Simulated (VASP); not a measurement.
# Si4Ru (P4/mmm) in VASP: notebook, part 2 of 2

VASP 6.6.1. The steps go on from the part before.

## (4) Single point, PBE

This run uses another cell than the first one: it holds 10 atoms, not 5.

INCAR reads:

```
SYSTEM = Si4Ru
PREC = Accurate ; ENCUT = 520
EDIFF = 1E-7 ; ISMEAR = 0
SIGMA = 0.2 ; LREAL = .False.
LASPH = .True. ; NELM = 80
ALGO = Normal ; ISIF = 2
LWAVE = .False. ; LCHARG = .False.
GGA = PE ; NBANDS = 41
```

KPOINTS reads:

```
regular mesh
0
Gamma
  4 4 4
  0 0 0
```

POSCAR reads:

```
Si4Ru
1.0
    5.2912460400      0.0000000000      0.0000000000
    0.0000000000      5.2912460400      0.0000000000
    0.0000000000      0.0000000000      5.5813345488
Si Ru
8 2
Direct
    0.2736344402      0.7263655598      0.2500000000
    0.2736344402      0.7263655598      0.7500000000
    0.7263655598      0.2736344402      0.2500000000
    0.7263655598      0.2736344402      0.7500000000
    0.2736344402      0.2736344402      0.2500000000
    0.2736344402      0.2736344402      0.7500000000
    0.7263655598      0.7263655598      0.2500000000
    0.7263655598      0.7263655598      0.7500000000
    0.0000000000      1.0000000000      0.0000000000
    0.0000000000      1.0000000000      0.5000000000
```

Potentials or basis: VASP PAW PBE potentials, release 64 (Si, Ru_pv).

Command:

```console
$ cat potpaw_PBE.64/Si/POTCAR potpaw_PBE.64/Ru_pv/POTCAR > POTCAR
$ mpirun -np 1 vasp_std > vasp.out
```

OUTCAR:

```text
SYSTEM = Si4Ru
   PREC = Accurate
   ENCUT = 520
   EDIFF = 1E-7
   ISMEAR = 0
   LREAL = .False.
   LASPH = .True.
   NELM = 80
   ISIF = 2
   GGA = PE

 ion  position               nearest neighbor table
   1  0.274  0.726  0.250-   5 2.40   7 2.40   9 2.48  10 2.48   2 2.79   2 2.79   5 2.90   7 2.90

   2  0.274  0.726  0.750-   6 2.40   8 2.40   9 2.48  10 2.48   1 2.79   1 2.79   6 2.90   8 2.90

   3  0.726  0.274  0.250-   5 2.40   7 2.40   9 2.48  10 2.48   4 2.79   4 2.79   5 2.90   7 2.90
[... 22 lines left out ...]
 A1 = (   5.2912460400,   0.0000000000,   0.0000000000)
[... 1006 lines left out ...]
  external PRESSURE =       0.2850841 kB  Pullay stress =       0.0000000 kB

 VOLUME and BASIS-vectors are now :
 -----------------------------------------------------------------------------
  energy-cutoff  :      520.00
  volume of cell :      156.26
      direct lattice vectors                 reciprocal lattice vectors
     5.291246040  0.000000000  0.000000000     0.188991401  0.000000000  0.000000000
     0.000000000  5.291246040  0.000000000     0.000000000  0.188991401  0.000000000
     0.000000000  0.000000000  5.581334549     0.000000000  0.000000000  0.179168618

 POSITION                                       TOTAL-FORCE (eV/Angst)
 -----------------------------------------------------------------------------------
      1.44787      3.84338      1.39533         0.043893     -0.043893     -0.000000
      1.44787      3.84338      4.18600         0.043893     -0.043893     -0.000000
      3.84338      1.44787      1.39533        -0.043893      0.043893      0.000000
      3.84338      1.44787      4.18600        -0.043893      0.043893      0.000000
      1.44787      1.44787      1.39533         0.043893      0.043893      0.000000
      1.44787      1.44787      4.18600         0.043893      0.043893      0.000000
      3.84338      3.84338      1.39533        -0.043893     -0.043893     -0.000000
      3.84338      3.84338      4.18600        -0.043893     -0.043893      0.000000
      0.00000      0.00000      0.00000        -0.000000      0.000000      0.000000
      0.00000      0.00000      2.79067        -0.000000      0.000000     -0.000000
 -----------------------------------------------------------------------------------
    total drift:                                0.000000      0.000000      0.000000

  FREE ENERGIE OF THE ION-ELECTRON SYSTEM (eV)
  ---------------------------------------------------
  free  energy   TOTEN  =       -63.8691682368 eV

  energy  without entropy=      -63.7964334876  energy(sigma->0) =      -63.83280086
```

OSZICAR:

```text
N       E                     dE             d eps       ncg     rms          rms(c)
DAV:   1     0.341676277300E+03    0.34168E+03   -0.29363E+04  1652   0.133E+03
DAV:   2    -0.463757800345E+02   -0.38805E+03   -0.37061E+03  1648   0.302E+02
DAV:   3    -0.648918943310E+02   -0.18516E+02   -0.18078E+02  1909   0.582E+01
DAV:   4    -0.651930728688E+02   -0.30118E+00   -0.30038E+00  1790   0.756E+00
DAV:   5    -0.652003040781E+02   -0.72312E-02   -0.72290E-02  2022   0.115E+00    0.239E+01
DAV:   6    -0.646205595079E+02    0.57974E+00   -0.74418E+00  1744   0.182E+01    0.791E+00
DAV:   7    -0.641535049837E+02    0.46705E+00   -0.45073E+00  1753   0.147E+01    0.827E+00
DAV:   8    -0.638719897465E+02    0.28152E+00   -0.63791E-01  1755   0.572E+00    0.139E+00
DAV:   9    -0.638695681242E+02    0.24216E-02   -0.82422E-02  1828   0.145E+00    0.491E-01
DAV:  10    -0.638692762495E+02    0.29187E-03   -0.82076E-03  1723   0.625E-01    0.201E-01
DAV:  11    -0.638691654959E+02    0.11075E-03   -0.95801E-04  1740   0.217E-01    0.427E-02
DAV:  12    -0.638691699464E+02   -0.44505E-05   -0.68517E-05  1838   0.455E-02    0.172E-02
DAV:  13    -0.638691681840E+02    0.17625E-05   -0.12774E-05  1804   0.228E-02    0.459E-03
DAV:  14    -0.638691683553E+02   -0.17130E-06   -0.13966E-06  1982   0.562E-03    0.317E-03
DAV:  15    -0.638691681902E+02    0.16511E-06   -0.32330E-07  1448   0.389E-03    0.189E-03
DAV:  16    -0.638691682368E+02   -0.46653E-07   -0.50893E-08   948   0.164E-03
   1 F= -.63869168E+02 E0= -.63832801E+02  d E =-.727347E-01
```

stdout:

```text
POSCAR found type information on POSCAR SiRu
 POSCAR found :  2 types and      10 ions
 scaLAPACK will be used
 LDA part: xc-table for (Slater+PW92), standard interpolation
 POSCAR, INCAR and KPOINTS ok, starting setup
 FFT: planning ... GRIDC
 FFT: planning ... GRID_SOFT
 FFT: planning ... GRID
 WAVECAR not read
 entering main loop
```

Run time: 2.6 min. Hardware: 1 thread of Intel Xeon Platinum 8488C (Sapphire Rapids), shared host; peak memory 0.28 GiB.

Results:

```yaml
Free_energy: -63.8692 eV
Pressure: 0.0 GPa
Largest_force: 0.062 eV/Å
Band_gap_on_the_k_mesh: zero (band 30 reaches 9.31 eV, above the bottom of band 31 at 8.57 eV)
```

Forces in eV/Å, atoms in the order of the input:
```
Si   0.044 -0.044  0.000
Si   0.044 -0.044  0.000
Si  -0.044  0.044  0.000
Si  -0.044  0.044  0.000
Si   0.044  0.044  0.000
Si   0.044  0.044  0.000
Si  -0.044 -0.044  0.000
Si  -0.044 -0.044  0.000
Ru   0.000  0.000  0.000
Ru   0.000  0.000  0.000
```

Stress tensor (GPa, compression positive):
```
 0.08  0.00  0.00
 0.00  0.08  0.00
 0.00  0.00 -0.07
```

## (5) Summary

```tsv
level	cell	k mesh	smearing	gap on the mesh (eV)	pressure (GPa)	largest force (eV/Å)
PBE	a = 5.291, b = 5.291, c = 2.791 Å, 5 atoms	6 × 6 × 12	gaussian 0.1 eV	none	0.0	0.01
PBEsol	a = 5.291, b = 5.291, c = 2.791 Å, 5 atoms	6 × 6 × 12	gaussian 0.1 eV	none	-3.5	0.17
PBE	a = 5.291, b = 5.291, c = 5.581 Å, 10 atoms	4 × 4 × 4	gaussian 0.2 eV	none	0.0	0.06
```

Alike in all rows: task single point; potentials or basis VASP PAW PBE potentials, release 64 (Si, Ru_pv); no spin polarisation; cutoff (eV) 520.

Caveats: the PAW data sets were made with another functional, which shifts forces and pressure a little (some runs).

Absolute energies hang on the potentials; compare differences alone.
